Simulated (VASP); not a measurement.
Input of a VASP 6.6.1 run:

Contents of POSCAR:

```
AlN
1.0
   -3.1066653375      0.0000000000      0.0000000000
   -1.5533326688     -2.6904511034      0.0000000000
   -3.4949985048     -2.0178383275      9.9568096770
Al N
4 4
Direct
   -0.3451140050     -0.3451140050      0.9045964511
    0.0298859950      0.0298859950      0.4045964511
    0.5507193283      0.5507193283      0.1545964511
    0.1757193283      0.1757193283      0.6545964511
    0.2617806717      0.2617806717      0.0954035489
   -0.1132193283     -0.1132193283      0.5954035489
    0.4076140050      0.4076140050      0.3454035489
    0.0326140050      0.0326140050      0.8454035489
```

Contents of INCAR.step1:

```
SYSTEM = AlN
ALGO = Normal ; EDIFF = 1E-4
ENCUT = 520 ; GGA = PE
ISMEAR = 0 ; LASPH = .True.
LCHARG = .False. ; LREAL = .False.
LWAVE = .True. ; NBANDS = 26
NELM = 80 ; PREC = Accurate
SIGMA = 0.05
```

The input INCAR.step2:

```
SYSTEM = AlN
ALGO = Normal ; EDIFF = 1E-7
ENCUT = 520 ; ISIF = 2
ISMEAR = 0 ; ISTART = 1
LASPH = .True. ; LCHARG = .False.
LMIXTAU = .True. ; LREAL = .False.
LWAVE = .False. ; METAGGA = R2SCAN
NBANDS = 26 ; NELM = 80
PREC = Accurate ; SIGMA = 0.05
```

File KPOINTS:

```
k-points
0
Gamma
  8 8 3
  0 0 0
```

Potentials or basis: VASP PAW PBE potentials, release 64 (Al, N).

Command:

```bash
$ cat potpaw_PBE.64/Al/POTCAR potpaw_PBE.64/N/POTCAR > POTCAR
$ cp INCAR.step1 INCAR
$ mpirun -np 1 vasp_std > vasp.out
$ cp INCAR.step2 INCAR
$ mpirun -np 1 vasp_std > vasp.out
```

(1) Estimate the band gap on the k mesh.

(2) Predict the pressure.

(3) Estimate the largest force.

Results:

(1) 3.62 eV, indirect (least direct gap 4.07 eV).

(2) -1.9 GPa.

(3) 1.896 eV/Å.

Caveat: the PAW data sets were made with another functional, which shifts forces and pressure a little.
